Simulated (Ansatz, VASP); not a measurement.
One calculation of BaO, two programs

The input INCAR:

```
ALGO = Normal
EDIFF = 1E-7
EDIFFG = -0.002
ENCUT = 600
GGA = PE
GGA_COMPAT = False
IBRION = 2
ISIF = 3
ISMEAR = 0
IVDW = 12
LASPH = True
LCHARG = False
LREAL = False
LWAVE = False
NELM = 120
NELMIN = 4
NSW = 100
PREC = Accurate
SIGMA = 0.02
```

File KPOINTS:

```
k-points
0
Gamma
  8 8 8
```

File POSCAR:

```
BaO
1.0
    0.0000000000      2.7903917100      2.7903917100
    2.7903917100      0.0000000000      2.7903917100
    2.7903917100      2.7903917100      0.0000000000
Ba O
1 1
Direct
    0.0000000000      0.0000000000      0.0000000000
    0.5000000000      0.5000000000      0.5000000000
```

Input for Ansatz:

```yaml
crystal:
  lattice:
    - [0.0, 2.79039171, 2.79039171]
    - [2.79039171, 0.0, 2.79039171]
    - [2.79039171, 2.79039171, 0.0]
  atoms:
    - { symbol: Ba, position: [0.0, 0.0, 0.0] }
    - { symbol: O, position: [0.5, 0.5, 0.5] }
basis:
  ecutwfc: 420
kpoints:
  mp_grid: { grid: [8, 8, 8] }
hamiltonian:
  xc: pbe
  dispersion: d3bj
  pseudopotentials: { kind: paw, azcp: { folder: soft_1 } }
scf:
  occupations: { method: gaussian, width: 0.02 }
output:
  forces: true
  stress: true
  eigenvalues: true
  write_density: true
  write_potential: true
  elf: true
  volumetric_format: npy
relax:
  adjacent_minimum: "off"
  f_tol: 0.002
  max_steps: 80
  cell: { stress_tol: 0.02 }
```

Alike in both runs: task relaxation of cell and atoms; functional PBE; dispersion D3(BJ); k mesh 8 × 8 × 8; occupations gaussian, width 0.02 eV; no spin polarisation.

|  | VASP | Ansatz |
| --- | --- | --- |
| version | VASP 6.6.1 | Ansatz 0.2.0 |
| potentials or method | VASP PAW PBE potentials, release 64 (Ba_sv, O), cutoff 600 eV | scalar-relativistic, plane waves, PAW |
| valence electrons in the cell | 16 | 16 |

Ansatz gave:

| Quantity | Value |
| --- | --- |
| gap on the k mesh at the Fermi level, each at its own relaxed structure (eV) | 2.02 |
| relaxed volume (Å³/atom) | 21.13 |
| relaxed cell length with the largest relative difference (Å) | 3.910 |

Task: Which values does VASP return?

Result: gap on the k mesh at the Fermi level, each at its own relaxed structure (eV): 2.03; relaxed volume (Å³/atom): 21.59; relaxed cell length with the largest relative difference (Å): 3.938.

Spin-orbit coupling is off throughout.
